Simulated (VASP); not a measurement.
A run of VASP 6.6.1 is set up as follows.

The input INCAR:

```
SYSTEM = ZnS
PREC = Accurate ; ENCUT = 600
EDIFF = 1E-7 ; ISMEAR = 0
SIGMA = 0.02 ; LREAL = .False.
LASPH = .True. ; NELM = 100
ALGO = Normal ; ISIF = 3
LWAVE = .False. ; LCHARG = .False.
IBRION = 2 ; NSW = 100
EDIFFG = -0.005
```

File KPOINTS:

```
Automatic mesh
0
Gamma
  10 10 10
  0 0 0
```

File POSCAR:

```
ZnS
1.0
    0.0000000000      2.7020000000      2.7020000000
    2.7020000000      0.0000000000      2.7020000000
    2.7020000000      2.7020000000      0.0000000000
Zn S
1 1
Direct
    0.2500000000      0.2500000000      0.2500000000
    0.0000000000      0.0000000000      0.0000000000
```

Potentials or basis: VASP PAW LDA potentials, release 64 (Zn, S).

Command:

```console
$ cat potpaw_LDA.64/Zn/POTCAR potpaw_LDA.64/S/POTCAR > POTCAR
$ mpirun -np 1 vasp_std > vasp.out
```

Estimate the relaxed volume.

18.63 Å³/atom.

What does it give for the relaxed cell?

a = 3.749 Å, b = 3.749 Å, c = 3.749 Å, α = 60.00°, β = 60.00°, γ = 60.00°.

Final structure:
```
Zn S
1.0
     0.00000    2.65084    2.65084
     2.65084    0.00000    2.65084
     2.65084    2.65084    0.00000
Zn S
1 1
Cartesian
  1.3254 1.3254 1.3254
  0.0000 0.0000 0.0000
```

LDA usually gives volumes a few per cent too small. Zero-point motion and thermal expansion aren't in these numbers.
